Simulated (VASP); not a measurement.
# TiB2 (P6/mmm) in VASP: notebook

The runs below take TiB2 through electric field gradients, with PBEsol.

Program: VASP 6.6.1. These are calculated values, not measurements. Logs are shortened: lines on timing, memory, paths and dates and some standing lists are left out, and cuts for length are marked.

## 1. The cell of the first run

Symmetry: P6/mmm, No. 191, hexagonal system. The conventional cell has a = 2.969 Å, b = 2.969 Å, c = 3.228 Å, α = 90.00°, β = 90.00°, γ = 120.00°. Ti (site symmetry 6/mmm) has 12 B at 2.35 Å and 6 Ti at 2.97 Å within 3.1 Å. B (site symmetry -6m2) has 3 B at 1.71 Å and 6 Ti at 2.35 Å within 2.4 Å.

## 2. Electric field gradients, PBEsol (equal xx and yy strain of -2 %)

Input file INCAR:

```
SYSTEM = TiB2
ALGO     = Normal         ! electronic algorithm
EDIFF    = 1E-8           ! SCF threshold, eV
ENCUT    = 520            ! plane-wave cutoff, eV
GGA      = PS             ! functional
ISIF     = 2              ! what is computed and relaxed
ISMEAR   = -1             ! smearing method
LASPH    = .TRUE.         ! aspherical terms in the spheres
LCHARG   = .FALSE.        ! write CHGCAR
LEFG     = .TRUE.       
LREAL    = .FALSE.        ! projectors in reciprocal space
LWAVE    = .FALSE.        ! write WAVECAR
NBANDS   = 16             ! bands
NELM     = 100            ! most SCF steps
PREC     = Accurate       ! precision mode
SIGMA    = 0.08           ! smearing width, eV
```

Input file KPOINTS:

```
k-points
0
G
  15 15 13
  0 0 0
```

Input file POSCAR:

```
TiB2
1.0
    2.9686142376      0.0000000000      0.0000000000
   -1.4843071188      2.5708953438      0.0000000000
    0.0000000000      0.0000000000      3.2284000000
Ti B
1 2
Direct
    0.0000000000      0.0000000000      0.0000000000
    0.3333333333      0.6666666667      0.5000000000
    0.6666666667      0.3333333333      0.5000000000
```

Potentials or basis: VASP PAW PBE potentials, release 64 (Ti_sv, B).

The run is started by

```sh
$ cat potpaw_PBE.64/Ti_sv/POTCAR potpaw_PBE.64/B/POTCAR > POTCAR
$ mpirun -np 1 vasp_std > vasp.out
```

OUTCAR:

```text
SYSTEM = TiB2
   EDIFF = 1E-8
   ENCUT = 520
   GGA = PS
   ISIF = 2
   ISMEAR = -1
   LASPH = .TRUE.
   LREAL = .FALSE.
   NELM = 100
   PREC = Accurate

 ion  position               nearest neighbor table
   1  0.000  0.000  0.000-   2 2.35   3 2.35   2 2.35   3 2.35   3 2.35   3 2.35   2 2.35   2 2.35
                             3 2.35   3 2.35   2 2.35   2 2.35
   2  0.333  0.667  0.500-   3 1.71   3 1.71   3 1.71   1 2.35   1 2.35   1 2.35   1 2.35   1 2.35
                             1 2.35
   3  0.667  0.333  0.500-   2 1.71   2 1.71   2 1.71   1 2.35   1 2.35   1 2.35   1 2.35   1 2.35
                             1 2.35

  LATTYP: Found a hexagonal cell.
 ALAT       =     2.9686142376
 C/A-ratio  =     1.0875107850

  Lattice vectors:

 A1 = (   2.9686142376,   0.0000000000,   0.0000000000)
 A2 = (  -1.4843071188,   2.5708953438,   0.0000000000)
 A3 = (   0.0000000000,   0.0000000000,   3.2284000000)

Analysis of symmetry for initial positions (statically):
=====================================================================
 Subroutine PRICEL returns:
 Original cell was already a primitive cell.

 Routine SETGRP: Setting up the symmetry group for a
 hexagonal supercell.

 Subroutine GETGRP returns: Found 24 space group operations
 (whereof 24 operations were pure point group operations)
 out of a pool of 24 trial point group operations.

The static configuration has the point symmetry D_6h.

Analysis of symmetry for dynamics (positions and initial velocities):
=====================================================================
 Subroutine PRICEL returns:
 Original cell was already a primitive cell.

 Routine SETGRP: Setting up the symmetry group for a
 hexagonal supercell.

 Subroutine GETGRP returns: Found 24 space group operations
 (whereof 24 operations were pure point group operations)
 out of a pool of 24 trial point group operations.

The dynamic configuration has the point symmetry D_6h.

 Subroutine INISYM returns: Found 24 space group operations
 (whereof 24 operations are pure point group operations),
 and found     1 'primitive' translations

----------------------------------------------------------------------------------------

                                     Primitive cell

  volume of cell :      24.6391

  direct lattice vectors                    reciprocal lattice vectors
     2.968614238  0.000000000  0.000000000     0.336857510  0.194484774  0.000000000
    -1.484307119  2.570895344  0.000000000     0.000000000  0.388969548  0.000000000
     0.000000000  0.000000000  3.228400000     0.000000000  0.000000000  0.309750960

  length of vectors
     2.968614238  2.968614238  3.228400000     0.388969548  0.388969548  0.309750960

  position of ions in fractional coordinates (direct lattice)
     0.000000000  0.000000000  0.000000000
     0.333333333  0.666666667  0.500000000
     0.666666667  0.333333333  0.500000000

  ion indices of the primitive-cell ions
   primitive index   ion index
                 1           1
                 2           2
                 3           3

----------------------------------------------------------------------------------------

 KPOINTS: k-points

Automatic generation of k-mesh.
 Grid dimensions read from file:
 generate k-points for:   15   15   13

 Generating k-lattice:

  Cartesian coordinates                     Fractional coordinates (reciprocal lattice)
     0.022457167  0.012965652  0.000000000     0.066666667 -0.000000000  0.000000000
     0.000000000  0.025931303  0.000000000     0.000000000  0.066666667  0.000000000
     0.000000000  0.000000000  0.023826997     0.000000000  0.000000000  0.076923077

  Length of vectors
     0.025931303  0.025931303  0.023826997

  Shift w.r.t. Gamma in fractional coordinates (k-lattice)
     0.000000000  0.000000000  0.000000000

 Subroutine IBZKPT returns following result:
 ===========================================

 Found    189 irreducible k-points:

 Following reciprocal coordinates:
            Coordinates               Weight
  0.000000  0.000000  0.000000      1.000000
  0.066667  0.000000  0.000000      6.000000
  0.133333 -0.000000  0.000000      6.000000
  0.200000  0.000000  0.000000      6.000000
  0.266667 -0.000000  0.000000      6.000000
  0.333333 -0.000000  0.000000      6.000000
[... 16 lines left out ...]
  0.333333  0.200000  0.000000     12.000000
  0.400000  0.200000  0.000000      6.000000
 [... further k-points ...]
   k-points           NKPTS =    189   k-points in BZ     NKDIM =    189   number of bands    NBANDS=     16
   number of dos      NEDOS =    301   number of ions     NIONS =      3
   total plane-waves  NPLWV =  13824
   dimension x,y,z NGX =    24 NGY =   24 NGZ =   24
   dimension x,y,z NGXF=    48 NGYF=   48 NGZF=   48
   ions per type =               1   2
   NGX,Y,Z   is equivalent  to a cutoff of  13.44, 13.44, 12.36 a.u.
   NGXF,Y,Z  is equivalent  to a cutoff of  26.88, 26.88, 24.72 a.u.
 SYSTEM =  TiB2
   PREC   = accura    normal or accurate (medium, high low for compatibility)
   ISTART =      0    job   : 0-new  1-cont  2-samecut
   ICHARG =      2    charge: 1-file 2-atom 10-const
   ISPIN  =      1    spin polarized calculation?
   LNONCOLLINEAR =      F non collinear calculations
   LSORBIT =      F    spin-orbit coupling
   LASPH  =      T    aspherical Exc in radial PAW
   ENCUT  =  520.0 eV  38.22 Ry    6.18 a.u.   5.52  5.52  6.00*2*pi/ulx,y,z
   NELM   =    100;   NELMIN=  2; NELMDL= -5     # of ELM steps
   EDIFF  = 0.1E-07   stopping-criterion for ELM
   LREAL  =      F    real-space projection
   EDIFFG = 0.1E-06   stopping-criterion for IOM
   NSW    =      0    number of steps for IOM
   IBRION =     -1    ionic relax: 0-MD 1-quasi-New 2-CG
   NFREE  =      0    steps in history (QN), initial steepest desc. (CG)
   ISIF   =      2    stress and relaxation
   ISYM   =      2    0-nonsym 1-usesym 2-fastsym
   POTIM  = 0.5000    time-step for ionic-motion
   TEBEG  =    0.0;   TEEND  =   0.0 temperature during run
   PSTRESS=    0.0 pullay stress
   NELECT =      18.0000    total number of electrons
   NUPDOWN=      -1.0000    fix difference up-down
   EMIN   =  10.00;   EMAX   =-10.00  energy-range for DOS
   EFERMI =   0.00;   METHOD = LEGACY
   ISMEAR =    -1;   SIGMA  =   0.08  broadening in eV -4-tet -1-fermi 0-gaus
   EFERMI_NEDOS =   21; number of points for ismear=-14 and -15
   IALGO  =     38    algorithm
   IMIX   =      4    mixing-type and parameters
     AMIX     =   0.40;   BMIX     =  1.00
     AMIX_MAG =   1.60;   BMIX_MAG =  1.00
  volume/ion in A,a.u.               =       8.21        55.42
  Fermi-wavevector in a.u.,A,eV,Ry     =   1.474429  2.786267 29.578257  2.173941
  Thomas-Fermi vector in A             =   2.589201
   LORBIT       =      0    0 simple, 1 ext, 2 COOP (PROOUT), +10 PAW based schemes
   GGA     = PS    functional components
   LHFCALC =     F    Hartree Fock is set to
   AEXX    =    0.0000 exact exchange contribution
   IVDW    =     0    specifies the selected vdW correction
   LEPSILON=     F    determine dielectric tensor
   LRPA    =     F    only Hartree local field effects (RPA)
 non-spin polarized calculation
  energy-cutoff  :      520.00
  volume of cell :       24.64
 maximum number of plane-waves:       684
 NGX is ok and might be reduce to    24
   NGX = 11   NGY = 11   NGZ = 13

 number of electron      18.0000000 magnetization

 Free energy of the ion-electron system (eV)
  ---------------------------------------------------
  ext. energy  EPLUGINS =         0.00000000
  ---------------------------------------------------
  free energy    TOTEN  =       -25.76290912 eV

  energy without entropy =      -25.75554677  energy(sigma->0) =      -25.75922795

 E-fermi :  10.3667     XC(G=0): -13.0642

 val. band max:       10.3251576786   @ k =   0.2000   0.2000   0.0769
 cond. band min:      10.4021234017   @ k =   0.0000   0.0000   0.2308
 fundamental gap:      0.0769657231
 Fermi energy:        10.3666563922

 k-point     1 :       0.0000    0.0000    0.0000
  band No.  band energies     occupation
      1     -46.2816      2.00000
      2     -22.7700      2.00000
      3     -22.3786      2.00000
      4     -22.3786      2.00000
      5      -3.3700      2.00000
      6       7.7977      2.00000
[... 8 lines left out ...]
     15      16.4592      0.00000
     16      18.0186      0.00000

 k-point     2 :       0.0667    0.0000    0.0000
  band No.  band energies     occupation
      1     -46.2786      2.00000
      2     -22.7662      2.00000
      3     -22.4010      2.00000
      4     -22.3836      2.00000
      5      -3.2808      2.00000
      6       7.5538      2.00000
[... 8 lines left out ...]
     15      17.0108      0.00000
     16      18.2895      0.00000

 k-point     3 :       0.1333   -0.0000    0.0000
  band No.  band energies     occupation
      1     -46.2699      2.00000
      2     -22.7554      2.00000
      3     -22.4638      2.00000
      4     -22.3977      2.00000
      5      -3.0170      2.00000
      6       6.8662      2.00000
[... 8 lines left out ...]
     15      18.2334      0.00000
     16      19.0880      0.00000

 k-point     4 :       0.2000    0.0000    0.0000
  band No.  band energies     occupation
      1     -46.2570      2.00000
      2     -22.7395      2.00000
      3     -22.5552      2.00000
      4     -22.4185      2.00000
      5      -2.5887      2.00000
      6       5.9099      2.00000
[... 8 lines left out ...]
     15      18.5135      0.00000
     16      19.7719      0.00000
[... 324 lines left out ...]
 k-point    22 :       0.2667    0.2000    0.0000
  band No.  band energies     occupation
      1     -46.2141      2.00000
      2     -22.7801      2.00000
      3     -22.6865      2.00000
      4     -22.5606      2.00000
      5      -0.3801      2.00000
      6       3.3826      2.00000
[... 8 lines left out ...]
     15      19.1132      0.00000
     16      20.8310      0.00000

 k-point    23 :       0.3333    0.2000    0.0000
  band No.  band energies     occupation
      1     -46.2070      2.00000
      2     -22.8086      2.00000
      3     -22.6777      2.00000
      4     -22.5921      2.00000
      5       0.4836      2.00000
      6       2.4239      2.00000
[... 8 lines left out ...]
     15      19.2650      0.00000
     16      20.8959      0.00000

 k-point    24 :       0.4000    0.2000    0.0000
  band No.  band energies     occupation
      1     -46.2045      2.00000
      2     -22.8182      2.00000
      3     -22.6746      2.00000
      4     -22.6037      2.00000
      5       1.4090      2.00000
      6       1.4535      2.00000
[... 8 lines left out ...]
     15      19.3502      0.00000
     16      20.9159      0.00000

 [... further k-points ...]
[... 5 lines left out ...]
  --------------------------------------------------------------------------------------
  -------------------------------------------------------------------------------------
  Total        1.7977119      1.7977119     -0.4076027      0.0000000      0.0000000      0.0000000
  in kB      116.8974867    116.8974867    -26.5046517      0.0000000      0.0000000      0.0000000
  external PRESSURE =      69.0967739 kB  Pullay stress =       0.0000000 kB

 VOLUME and BASIS-vectors are now :
 -----------------------------------------------------------------------------
  energy-cutoff  :      520.00
  volume of cell :       24.64
      direct lattice vectors                 reciprocal lattice vectors
     2.968614238  0.000000000  0.000000000     0.336857510  0.194484774  0.000000000
    -1.484307119  2.570895344  0.000000000     0.000000000  0.388969548  0.000000000
     0.000000000  0.000000000  3.228400000     0.000000000  0.000000000  0.309750960

 POSITION                                       TOTAL-FORCE (eV/Angst)
 -----------------------------------------------------------------------------------
      0.00000      0.00000      0.00000        -0.000000      0.000000     -0.000000
     -0.00000      1.71393      1.61420        -0.000000     -0.000000     -0.000000
      1.48431      0.85697      1.61420         0.000000      0.000000      0.000000
 -----------------------------------------------------------------------------------
    total drift:                               -0.000000      0.000000      0.000000

  FREE ENERGIE OF THE ION-ELECTRON SYSTEM (eV)
  ---------------------------------------------------
  free  energy   TOTEN  =       -25.7629091238 eV

  energy  without entropy=      -25.7555467678  energy(sigma->0) =      -25.75922795

 Electric field gradients (V/A^2)
---------------------------------------------------------------------
 ion       V_xx      V_yy      V_zz      V_xy      V_xz      V_yz
---------------------------------------------------------------------
   1     -11.019   -11.020    22.039    -0.000     0.000     0.000
   2      -2.781    -2.781     5.562     0.000     0.000     0.000
   3      -2.781    -2.781     5.562     0.000     0.000     0.000
---------------------------------------------------------------------

 Electric field gradients after diagonalization (V/A^2)
 (convention: |V_zz| > |V_xx| > |V_yy|)
----------------------------------------------------------------------
 ion       V_xx      V_yy      V_zz     asymmetry (V_yy - V_xx)/ V_zz
----------------------------------------------------------------------
   1     -11.020   -11.019    22.039       0.000
   2      -2.781    -2.781     5.562       0.000
   3      -2.781    -2.781     5.562       0.000
----------------------------------------------------------------------

           NMR quadrupolar parameters

 Cq : quadrupolar parameter    Cq=e*Q*V_zz/h
 eta: asymmetry parameters     (V_yy - V_xx)/ V_zz
 Q  : nuclear electric quadrupole moment in mb (millibarn)
----------------------------------------------------------------------
 ion       Cq(MHz)       eta       Q (mb)
----------------------------------------------------------------------
   1       0.053       0.000       1.000
   2       0.013       0.000       1.000
   3       0.013       0.000       1.000
----------------------------------------------------------------------
```

Run time: 1.8 min. Hardware: 1 thread of Intel Xeon 8259CL, shared host; peak memory 0.19 GiB.

Results:

| Item | Value |
| --- | --- |
| Free energy | -25.7629 eV |
| Pressure | 6.9 GPa |
| Band gap on the k mesh | zero (bands 9 and 10 overlap by 0.53 eV) |
| Largest electric field gradient by atom | Ti +22.0; B +5.6 V/Å² |

Stress tensor (GPa, compression positive):
```
11.69  0.00  0.00
 0.00 11.69  0.00
 0.00  0.00 -2.65
```

Levels at points of the mesh, in eV from the Fermi level:
| k point | band 5 | band 6 | band 7 | band 8 | band 9 | band 10 | band 11 | band 12 | band 13 | band 14 |
| --- | --- | --- | --- | --- | --- | --- | --- | --- | --- | --- |
| (0.00, 0.00, 0.00) | -13.74 | -2.57 | -2.56 | -2.56 | -2.32 | 1.98 | 1.98 | 3.73 | 3.73 | 6.09 |

Electric field gradients, principal values (V/Å²):
| atom | least | middle | greatest (by size) |
| --- | --- | --- | --- |
| 1 Ti | -11.019 | -11.020 | 22.039 |
| 2 B | -2.781 | -2.781 | 5.562 |
| 3 B | -2.781 | -2.781 | 5.562 |

Caveat: the cell differs from its parent crystal (equal xx and yy strain of -2 %); the cell stands under pressure; without QUAD_EFG the Cq values of the log hold for a quadrupole moment of 1 mb, not for the nuclei; the PAW data sets were made with another functional, which shifts forces and pressure a little.

[end of part 1 of 2]
